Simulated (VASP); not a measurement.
Write the native input for VASP 6.6.1 that does the following.

```
Task                   : single point
Functional             : PBE
Potentials or basis    : VASP PAW PBE potentials, release 64 (H)
Cutoff                 : 520 eV
k mesh                 : 9 × 9 × 6
Occupations            : gaussian, width 0.05 eV
Spin                   : no spin polarisation
Dipole correction      : no
Further INCAR settings : ALGO = Normal; EDIFF = 1e-07; NBANDS = 10
```

The structure of H lies in POSCAR:

```
H
1.0
    3.7781820024      0.0000000000      0.0000000000
   -1.8890910012      3.2720015942      0.0000000000
    0.0000000000      0.0000000000      5.2135120241
H
4
Direct
    0.3333333333      0.6666666667      0.1764958800
    0.6666666667      0.3333333333      0.6764958800
    0.6666666667      0.3333333333      0.8235041200
    0.3333333333      0.6666666667      0.3235041200
```

This cell differs from its parent crystal: ratio of the length along z to the lengths across it x 1.05, volume and fractional coordinates fixed.

These files were run (other wordings do the same):

INCAR

```
SYSTEM = H
ALGO = Normal ; EDIFF = 1E-7
ENCUT = 520 ; GGA = PE
ISIF = 2 ; ISMEAR = 0
LASPH = .True. ; LCHARG = .False.
LREAL = .False. ; LWAVE = .False.
NBANDS = 10 ; NELM = 60
PREC = Accurate ; SIGMA = 0.05
```

KPOINTS

```
k-points
0
Gamma
  9 9 6
  0 0 0
```

Potentials or basis: VASP PAW PBE potentials, release 64 (H).

Launch:

```sh
$ cat potpaw_PBE.64/H/POTCAR > POTCAR
$ mpirun -np 1 vasp_std > vasp.out
```

Results of the run:

The pressure is -0.8 GPa. The largest force is 0.524 eV/Å. The band gap on the k mesh is 8.96 eV, indirect (the least direct gap lies 2.2 meV higher).

Run time: 44 s on 1 thread of AMD EPYC 7R13, with other jobs on the host, peak memory 0.14 GiB.
